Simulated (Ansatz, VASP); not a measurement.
# One calculation of Ca4AlO, two programs

File INCAR:

```
PREC = Accurate ; ENCUT = 600
EDIFF = 1E-7 ; ISMEAR = 0
SIGMA = 0.1 ; LREAL = F
LASPH = T ; NELM = 100
ALGO = Normal ; ISIF = 3
LWAVE = F ; LCHARG = F
GGA = PE ; IBRION = 2
NSW = 100 ; EDIFFG = -0.01
```

KPOINTS

```
regular mesh
0
Gamma
  8 8 8
```

Contents of POSCAR:

```
Ca4AlO
1.0
    0.0000000000      4.5053545144      4.5053545144
    4.5053545144      0.0000000000      4.5053545144
    4.5053545144      4.5053545144      0.0000000000
Ca Al O
4 1 1
Direct
    0.3746198107      0.8761405678      0.3746198107
    0.3746198107      0.3746198107      0.3746198107
    0.8761405678      0.3746198107      0.3746198107
    0.3746198107      0.3746198107      0.8761405678
    0.0000000000      0.0000000000      0.0000000000
    0.7500000000      0.7500000000      0.7500000000
```

Input for Ansatz:

```yaml
crystal:
  lattice:
    - [0.0, 4.5053545144, 4.5053545144]
    - [4.5053545144, 0.0, 4.5053545144]
    - [4.5053545144, 4.5053545144, 0.0]
  atoms:
    - { symbol: Ca, position: [0.3746198107, 0.8761405678, 0.3746198107] }
    - { symbol: Ca, position: [0.3746198107, 0.3746198107, 0.3746198107] }
    - { symbol: Ca, position: [0.8761405678, 0.3746198107, 0.3746198107] }
    - { symbol: Ca, position: [0.3746198107, 0.3746198107, 0.8761405678] }
    - { symbol: Al, position: [0.0, 0.0, 0.0] }
    - { symbol: O, position: [0.75, 0.75, 0.75] }
basis:
  ecutwfc: 420
kpoints:
  mp_grid: { grid: [8, 8, 8] }
hamiltonian:
  xc: pbe
scf:
  occupations: { method: gaussian, width: 0.1 }
output:
  forces: true
  stress: true
  eigenvalues: true
relax:
  adjacent_minimum: "off"
  f_tol: 0.01
  max_steps: 80
  cell: { stress_tol: 0.05 }
```

Alike in both runs: task relaxation of cell and atoms; functional PBE; k mesh 8 × 8 × 8; occupations gaussian, width 0.1 eV; no spin polarisation.

|  | VASP | Ansatz |
| --- | --- | --- |
| version | VASP 6.6.1 | Ansatz 0.2.0 |
| potentials or method | VASP PAW PBE potentials, release 64 (Ca_sv, Al, O), cutoff 600 eV | scalar-relativistic, plane waves, PAW |
| valence electrons in the cell | 49 | 49 |

|  | VASP | Ansatz | Ansatz less VASP |
| --- | --- | --- | --- |
| gap on the k mesh at the Fermi level, each at its own relaxed structure (eV) | none | none | - |
| relaxed volume (Å³/atom) | 31.30 | 31.24 | -0.056 |
| relaxed cell length with the largest relative difference (Å) | 6.428 | 6.424 | -0.0039 |

A gap of «none» marks a metal or a gap that the smearing closes.
